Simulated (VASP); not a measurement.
Sb:

```
CELL_PARAMETERS angstrom
3.27769 -2.16630 0.00000
3.27769 2.16630 0.00000
0.00000 0.00000 8.83688
ATOMIC_POSITIONS crystal
Sb 0.85000 0.15000 0.11700
Sb 0.65000 0.35000 0.61700
Sb 0.15000 0.85000 0.88300
Sb 0.35000 0.65000 0.38300
```

- Program: VASP 6.6.1
- Task: relaxation of cell and atoms
- Functional: PBE
- Potentials or basis: VASP PAW PBE potentials, release 64 (Sb_d_GW)
- Cutoff: 500 eV
- k mesh: 6 × 6 × 2
- Occupations: gaussian, width 0.1 eV
- Spin: no spin polarisation

At the start: pressure 7.4 GPa; volume 31.37 Å³/atom.

**Question.** Where does the relaxation end?

**Answer.** Over 16 steps the energy falls by 618.4 meV/atom and the volume is 28.86 Å³/atom (-8.0 %); space group Cmce (No. 64, to 0.1 Å) before and after.

Step by step:
| step | energy change (eV) | largest force (eV/Å) | pressure (GPa) | volume (Å³) |
| --- | --- | --- | --- | --- |
| 1 | 0.0000 | 3.9380 | 7.42 | 125.49 |
| 2 | -0.9567 | 0.6978 | -7.67 | 152.56 |
| 3 | -1.2317 | 0.7793 | -4.36 | 140.10 |
| 4 | -1.7993 | 0.7141 | -2.31 | 126.12 |
| 5 | -2.0781 | 0.3063 | 2.01 | 113.78 |
| 6 | -2.0811 | 0.2657 | 3.20 | 111.64 |
| 7 | -2.2919 | 0.6006 | 4.11 | 108.80 |
| 8 | -2.2998 | 0.6114 | 5.04 | 107.86 |
| 9 | -2.4509 | 0.1326 | -1.15 | 117.59 |
| 10 | -2.4633 | 0.0379 | 0.03 | 115.36 |
| 11 | -2.4633 | 0.0360 | 0.10 | 115.20 |
| 12 | -2.4668 | 0.0338 | 0.00 | 115.39 |
| 13 | -2.4717 | 0.0380 | -0.21 | 115.93 |
| 14 | -2.4729 | 0.0516 | 0.07 | 115.33 |
| 15 | -2.4729 | 0.0526 | 0.11 | 115.27 |
| 16 | -2.4737 | 0.0340 | -0.08 | 115.44 |

Final structure:
```
CELL_PARAMETERS angstrom
2.75720 -1.95237 0.00000
2.75720 1.95237 0.00000
0.00000 0.00000 10.72227
ATOMIC_POSITIONS crystal
Sb 0.81204 0.18796 0.14300
Sb 0.68796 0.31204 0.64300
Sb 0.18796 0.81204 0.85700
Sb 0.31204 0.68796 0.35700
```

Caveat: a cell axis changed by over 15 % at a fixed basis, so the end point is rough.
